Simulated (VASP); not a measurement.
Here is a VASP 6.6.1 calculation.

INCAR

```
ALGO = Normal
EDIFF = 1E-6
ENCUT = 520
GGA = CA
ISIF = 2
ISMEAR = -1
LASPH = True
LCHARG = False
LREAL = False
LWAVE = False
NBANDS = 16
NELM = 80
PREC = Accurate
SIGMA = 0.05
```

The input KPOINTS:

```
k-points
0
Gamma
  8 8 8
```

File POSCAR:

```
InAs
1.0
    0.0000000000      2.8185670290      2.8185670290
    2.8185670290      0.0000000000      2.8185670290
    2.8185670290      2.8185670290      0.0000000000
In As
1 1
Direct
    0.5000000000      0.5000000000      0.5000000000
    0.0000000000      0.0000000000      0.0000000000
```

Potentials or basis: VASP PAW LDA potentials, release 64 (In_d, As).

Run with:

```bash
$ cat potpaw_LDA.64/In_d/POTCAR potpaw_LDA.64/As/POTCAR > POTCAR
$ mpirun -np 1 vasp_std > vasp.out
```

(1) Predict the band gap on the k mesh.

(2) Estimate the pressure.

## Answers

(1) zero (band 9 reaches 6.85 eV, above the bottom of band 10 at 4.04 eV).

(2) -1.1 GPa.

Caveat: spin-orbit coupling is left out, which moves the levels of the heavy elements.
